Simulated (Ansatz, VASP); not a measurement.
Bi in VASP and in Ansatz

```
Bi
1.0
    -3.13357    3.13357    3.13357
     3.13357   -3.13357    3.13357
     3.13357    3.13357   -3.13357
Bi
3
Direct
  0.00000 0.50000 0.50000
  0.50000 0.00000 0.50000
  0.50000 0.50000 0.00000
```

Alike in both runs: functional PBE; k mesh 10 × 10 × 10; occupations gaussian, width 0.1 eV; no spin polarisation.

Ansatz relaxed the structure, and its values are those at the end. VASP's run is a single point on that final structure, the one shown.

```csv
,VASP,Ansatz
version,VASP 6.6.1,Ansatz 0.2.0
potentials or method,"VASP PAW PBE potentials, release 64 (Bi_d), cutoff 500 eV","scalar-relativistic, plane waves, PAW"
valence electrons in the cell,45,45
```

|  | VASP | Ansatz | Ansatz less VASP |
| --- | --- | --- | --- |
| gap on the k mesh at the Fermi level (eV) | none | none | - |
| pressure (GPa) | -0.1 | 0.0 | +0.06 |

A gap of «none» marks a metal or a gap that the smearing closes. With one functional, cell and mesh, what is left measures potentials, basis and numerics.

Spin-orbit coupling is off throughout.
